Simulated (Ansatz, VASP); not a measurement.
One calculation of Zr, two programs

```xyz
2
Lattice="3.2322 0.0000 0.0000 -1.6161 2.7992 0.0000 0.0000 0.0000 5.1716" Properties=species:S:1:pos:R:3 pbc="T T T"
Zr    0.0000    1.8661    1.2929
Zr    1.6161    0.9331    3.8787
```

Alike in both runs: functional PBE; k mesh 15 × 15 × 8; occupations gaussian, width 0.1 eV; no spin polarisation.

Ansatz relaxed the structure, and its values are those at the end. VASP's run is a single point on that final structure, the one shown.

|  | VASP | Ansatz |
| --- | --- | --- |
| version | VASP 6.6.1 | Ansatz 0.2.0 |
| potentials or method | VASP PAW PBE potentials, release 64 (Zr_sv), cutoff 520 eV | scalar-relativistic, plane waves, PAW |
| valence electrons in the cell | 24 | 24 |

```tsv
	VASP	Ansatz	Ansatz less VASP
gap on the k mesh at the Fermi level (eV)	none	none	-
pressure (GPa)	0.0	0.0	-0.03
```

A gap of «none» marks a metal or a gap that the smearing closes.
